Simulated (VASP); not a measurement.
# Tl (Pm-3m) in VASP: further runs, part 2 of 2

VASP 6.6.1.

### Step 4. Single point, PBE (32.91 Å³/atom)

This run uses another cell than the first one, of 32.91 Å³/atom.

Contents of INCAR:

```
SYSTEM = Tl
  PREC = Accurate
  ENCUT = 520
  EDIFF = 1E-6
  ISMEAR = -1
  SIGMA = 0.1
  LREAL = .False.
  LASPH = .True.
  NELM = 60
  ALGO = Normal
  ISIF = 2
  LWAVE = .False.
  LCHARG = .False.
  GGA = PE
  NBANDS = 12
```

Contents of KPOINTS:

```
Automatic mesh
0
Gamma
  16 16 16
  0 0 0
```

Contents of POSCAR:

```
Tl
1.0
    3.2046439078      0.0000000000      0.0000000000
    0.0000000000      3.2046439078      0.0000000000
    0.0000000000      0.0000000000      3.2046439078
Tl
1
Direct
    0.0000000000      0.0000000000      0.0000000000
```

Potentials or basis: VASP PAW PBE potentials, release 64 (Tl_d).

Command:

```console
$ cat potpaw_PBE.64/Tl_d/POTCAR > POTCAR
$ mpirun -np 1 vasp_std > vasp.out
```

OUTCAR:

```text
SYSTEM = Tl
   PREC = Accurate
   ENCUT = 520
   EDIFF = 1E-6
   ISMEAR = -1
   LREAL = .False.
   LASPH = .True.
   NELM = 60
   ISIF = 2
   GGA = PE

 ion  position               nearest neighbor table
   1  0.000  0.000  0.000-

  LATTYP: Found a simple cubic cell.
 ALAT       =     3.2046439078

  Lattice vectors:

 A1 = (   3.2046439078,   0.0000000000,   0.0000000000)
 A2 = (   0.0000000000,   3.2046439078,   0.0000000000)
 A3 = (   0.0000000000,   0.0000000000,   3.2046439078)

Analysis of symmetry for initial positions (statically):
=====================================================================
 Subroutine PRICEL returns:
 Original cell was already a primitive cell.

 Routine SETGRP: Setting up the symmetry group for a
 simple cubic supercell.

 Subroutine GETGRP returns: Found 48 space group operations
 (whereof 48 operations were pure point group operations)
 out of a pool of 48 trial point group operations.

The static configuration has the point symmetry O_h .

Analysis of symmetry for dynamics (positions and initial velocities):
=====================================================================
 Subroutine PRICEL returns:
 Original cell was already a primitive cell.

 Routine SETGRP: Setting up the symmetry group for a
 simple cubic supercell.

 Subroutine GETGRP returns: Found 48 space group operations
 (whereof 48 operations were pure point group operations)
 out of a pool of 48 trial point group operations.

The dynamic configuration has the point symmetry O_h .

 Subroutine INISYM returns: Found 48 space group operations
 (whereof 48 operations are pure point group operations),
 and found     1 'primitive' translations

----------------------------------------------------------------------------------------

                                     Primitive cell

  volume of cell :      32.9109

[... 105 lines left out ...]
     AMIX     =   0.40;   BMIX     =  1.00
     AMIX_MAG =   1.60;   BMIX_MAG =  1.00
  volume/ion in A,a.u.               =      32.91       222.09
  Fermi-wavevector in a.u.,A,eV,Ry     =   1.201184  2.269908 19.631068  1.442843
  Thomas-Fermi vector in A             =   2.337000
   LORBIT       =      0    0 simple, 1 ext, 2 COOP (PROOUT), +10 PAW based schemes
   GGA     = PE    functional components
   LHFCALC =     F    Hartree Fock is set to
   AEXX    =    0.0000 exact exchange contribution
   IVDW    =     0    specifies the selected vdW correction
   LEPSILON=     F    determine dielectric tensor
   LRPA    =     F    only Hartree local field effects (RPA)
 non-spin polarized calculation
  energy-cutoff  :      520.00
  volume of cell :       32.91
 maximum number of plane-waves:       912
 NGX is ok and might be reduce to    24
   NGX = 11   NGY = 11   NGZ = 11

 number of electron      13.0000010 magnetization

 Free energy of the ion-electron system (eV)
  ---------------------------------------------------
  ext. energy  EPLUGINS =         0.00000000
  ---------------------------------------------------
  free energy    TOTEN  =        -2.09406507 eV

  energy without entropy =       -2.07150077  energy(sigma->0) =       -2.08278292

 E-fermi :   5.3022     XC(G=0):  -9.4200

 val. band max:        5.2853422665   @ k =   0.5000   0.3750   0.2500
 cond. band min:       5.3185807757   @ k =   0.3750   0.2500   0.1875
 fundamental gap:      0.0332385092
 Fermi energy:         5.3021547188

 k-point     1 :       0.0000    0.0000    0.0000
  band No.  band energies     occupation
      1      -6.9195      2.00000
      2      -6.9195      2.00000
      3      -5.9567      2.00000
      4      -5.9567      2.00000
      5      -5.9567      2.00000
      6      -4.2453      2.00000
      7      11.9193      0.00000
      8      11.9193      0.00000
      9      11.9193      0.00000
     10      14.7041      0.00000
     11      16.3818      0.00000
     12      16.3818      0.00000
[... 331 lines left out ...]
 k-point    24 :       0.5000    0.1250    0.0000
  band No.  band energies     occupation
      1      -6.7895      2.00000
      2      -6.3005      2.00000
      3      -6.3003      2.00000
      4      -6.2259      2.00000
      5      -5.9721      2.00000
      6      -0.9484      2.00000
      7       2.6415      2.00000
      8      12.4339      0.00000
      9      14.9693      0.00000
     10      15.1796      0.00000
     11      17.2203      0.00000
     12      19.4706      0.00000

 [... further k-points ...]
[... 5 lines left out ...]
  --------------------------------------------------------------------------------------
  -------------------------------------------------------------------------------------
  Total        0.2181265      0.2181265      0.2181265      0.0000000      0.0000000      0.0000000
  in kB       10.6189050     10.6189050     10.6189050      0.0000000      0.0000000      0.0000000
  external PRESSURE =      10.6189050 kB  Pullay stress =       0.0000000 kB

 VOLUME and BASIS-vectors are now :
 -----------------------------------------------------------------------------
  energy-cutoff  :      520.00
  volume of cell :       32.91
      direct lattice vectors                 reciprocal lattice vectors
     3.204643908  0.000000000  0.000000000     0.312047151  0.000000000  0.000000000
     0.000000000  3.204643908  0.000000000     0.000000000  0.312047151  0.000000000
     0.000000000  0.000000000  3.204643908     0.000000000  0.000000000  0.312047151

 POSITION                                       TOTAL-FORCE (eV/Angst)
 -----------------------------------------------------------------------------------
      0.00000      0.00000      0.00000         0.000000      0.000000      0.000000
 -----------------------------------------------------------------------------------
    total drift:                                0.000000     -0.000000      0.000000

  FREE ENERGIE OF THE ION-ELECTRON SYSTEM (eV)
  ---------------------------------------------------
  free  energy   TOTEN  =        -2.0940650670 eV

  energy  without entropy=       -2.0715007734  energy(sigma->0) =       -2.08278292
```

It took 23 s on 1 thread of Intel Xeon Platinum 8259CL at 2.50GHz (Skylake/Cascade Lake), shared host; peak memory 0.18 GiB.

What came out:

| Property | Result |
| --- | --- |
| Free energy | -2.0941 eV |
| Pressure | 1.1 GPa |
| Band gap on the k mesh | zero (an odd number of electrons rules out a gap without spin polarisation) |

Levels at points of the mesh, in eV from the Fermi level:
```csv
k point,band 3,band 4,band 5,band 6,band 7,band 8,band 9,band 10
"(0.00, 0.00, 0.00)",-11.26,-11.26,-11.26,-9.55,6.62,6.62,6.62,9.40
"(0.50, 0.00, 0.00)",-11.53,-11.53,-11.23,-6.44,-2.93,9.33,9.33,11.68
"(0.50, 0.50, 0.00)",-11.50,-11.50,-10.97,-3.70,-0.49,-0.49,4.56,12.50
"(0.50, 0.50, 0.50)",-11.89,-10.95,-10.95,-0.87,1.90,1.90,1.90,7.04
```

Caveat: spin-orbit coupling is left out, which moves the levels of the heavy elements.

### Step 5. Single point, PBE

This run uses another cell than the first one, of 34.28 Å³/atom.

Contents of INCAR:

```
SYSTEM = Tl
PREC = Accurate ; ENCUT = 520
EDIFF = 1E-7 ; ISMEAR = -1
SIGMA = 0.1 ; LREAL = .False.
LASPH = .True. ; NELM = 80
ALGO = Normal ; ISIF = 2
LWAVE = .False. ; LCHARG = .True.
GGA = PE ; LELF = .True.
LVHAR = .True. ; NBANDS = 12
```

Contents of KPOINTS:

```
regular mesh
0
Gamma
  16 16 16
  0 0 0
```

Contents of POSCAR:

```
Tl
1.0
    3.2485485952      0.0000000000      0.0000000000
    0.0000000000      3.2485485952      0.0000000000
    0.0000000000      0.0000000000      3.2485485952
Tl
1
Direct
    0.0000000000      0.0000000000      0.0000000000
```

Command:

```console
$ cat potpaw_PBE.64/Tl_d/POTCAR > POTCAR
$ mpirun -np 1 vasp_std > vasp.out
```

It took 24 s on 1 thread of Intel Xeon Platinum 8259CL at 2.50GHz (Skylake/Cascade Lake), shared host; peak memory 0.18 GiB.

It converged, with:

```
Free energy            : -2.0993 eV
Pressure               : 0.1 GPa
Band gap on the k mesh : zero (an odd number of electrons rules out a gap without spin polarisation)
```

Levels at points of the mesh, in eV from the Fermi level:
```
           k point  band 4  band 5  band 6  band 7  band 8  band 9
(0.00, 0.00, 0.00)  -11.28  -11.28   -9.33    6.42    6.42    6.42
(0.50, 0.00, 0.00)  -11.53  -11.26   -6.43   -2.79    8.99    8.99
(0.50, 0.50, 0.00)  -11.49  -11.01   -3.84   -0.44   -0.44    4.48
(0.50, 0.50, 0.50)  -11.00  -11.00   -1.19    1.83    1.83    1.83
```

Caveat: spin-orbit coupling is left out, which moves the levels of the heavy elements.

### Step 6. Single point, PBE (34.28 Å³/atom)

This run uses another cell than the first one, of 34.28 Å³/atom.

Contents of INCAR:

```
PREC = Accurate
ENCUT = 520
EDIFF = 1E-7
ISMEAR = -1
SIGMA = 0.1
LREAL = False
LASPH = True
NELM = 80
ALGO = Normal
ISIF = 2
LWAVE = False
LCHARG = False
GGA = PE
NBANDS = 12
```

Contents of KPOINTS:

```
Automatic mesh
0
Gamma
  16 16 16
```

POSCAR is that of step 5.

Potentials or basis: VASP PAW PBE potentials, release 64 (Tl_d).

Command:

```console
$ cat potpaw_PBE.64/Tl_d/POTCAR > POTCAR
$ mpirun -np 1 vasp_std > vasp.out
```

It took 30 s on 1 thread of Intel Xeon Platinum 8259CL at 2.50GHz (Skylake/Cascade Lake), shared host; peak memory 0.18 GiB.

Results (log left out):

| Property | Result |
| --- | --- |
| Free energy | -2.0993 eV |
| Pressure | 0.1 GPa |
| Band gap on the k mesh | zero (an odd number of electrons rules out a gap without spin polarisation) |

Levels at points of the mesh, in eV from the Fermi level:
```csv
k point,band 4,band 5,band 6,band 7,band 8,band 9
"(0.00, 0.00, 0.00)",-11.28,-11.28,-9.33,6.42,6.42,6.42
"(0.50, 0.00, 0.00)",-11.53,-11.26,-6.43,-2.79,8.99,8.99
"(0.50, 0.50, 0.00)",-11.49,-11.01,-3.84,-0.44,-0.44,4.48
"(0.50, 0.50, 0.50)",-11.00,-11.00,-1.19,1.83,1.83,1.83
```

Caveat: spin-orbit coupling is left out, which moves the levels of the heavy elements.

### Step 7. The runs side by side

| cell | gap on the mesh (eV) | pressure (GPa) |
| --- | --- | --- |
| a = 3.113 Å, 1 atom | none | 4.0 |
| a = 3.160 Å, 1 atom | none | 2.4 |
| a = 3.205 Å, 1 atom | none | 1.1 |
| a = 3.249 Å, 1 atom | none | 0.1 |

Alike in all rows: task single point; level PBE; potentials or basis VASP PAW PBE potentials, release 64 (Tl_d); no spin polarisation; k mesh 16 × 16 × 16; cutoff (eV) 520; smearing fermi-dirac 0.1 eV.

Caveats: spin-orbit coupling is left out, which moves the levels of the heavy elements; the cell stands under pressure (at least some runs).

Absolute energies hang on the potentials; compare differences alone.
